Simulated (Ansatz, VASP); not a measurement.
One calculation of Pt, two programs

```
Pt
1.0
     0.00000    2.01308    1.85203
     2.01308    0.00000    1.85203
     2.01308    2.01308    0.00000
Pt
1
Direct
  0.00000 0.00000 0.00000
```

Alike in both runs: task single point; functional PBE; k mesh 12 × 12 × 12; occupations gaussian, width 0.15 eV; no spin polarisation.

|  | VASP | Ansatz |
| --- | --- | --- |
| version | VASP 6.6.1 | Ansatz 0.2.0 |
| potentials or method | VASP PAW PBE potentials, release 64 (Pt), cutoff 520 eV | scalar-relativistic, plane waves, PAW |
| valence electrons in the cell | 10 | 18 |

Ansatz gave:

```
gap on the k mesh at the Fermi level (eV)                     : none
pressure (GPa)                                                : 12.1
traceless stress, the component that is largest in VASP (GPa) : 3.46
```

Question: What did VASP give for the same quantities?

Answer: gap on the k mesh at the Fermi level (eV): none; pressure (GPa): 11.6; traceless stress, the component that is largest in VASP (GPa): 3.45.

A gap of «none» marks a metal or a gap that the smearing closes. VASP's potentials hold 10 valence electrons a cell and Ansatz's 18, so a difference there can come from the potentials and not from the codes.

Neither program's run includes spin-orbit coupling.
